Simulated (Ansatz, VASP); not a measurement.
# Two plane-wave programs on LiF

```xyz
2
Lattice="0.0000 2.0338 2.0338 2.0338 0.0000 2.0338 2.0338 2.0338 0.0000" Properties=species:S:1:pos:R:3 pbc="T T T"
Li    2.0338    2.0338    2.0338
F     0.0000    0.0000    0.0000
```

Alike in both runs: task single point; functional PBE; k mesh 10 × 10 × 10; occupations gaussian, width 0.02 eV; no spin polarisation.

|  | VASP | Ansatz |
| --- | --- | --- |
| version | VASP 6.6.1 | Ansatz 0.2.0 |
| potentials or method | VASP PAW PBE potentials, release 64 (Li_sv, F), cutoff 520 eV | scalar-relativistic, plane waves, PAW |
| valence electrons in the cell | 10 | 10 |

```csv
,VASP,Ansatz,Ansatz less VASP
gap on the k mesh at the Fermi level (eV),8.83,8.83,+0.002
least direct gap on the mesh (eV),8.83,8.83,+0.002
```

Noted on VASP's run: the cutoff is short for stress, so the pressure is rough.
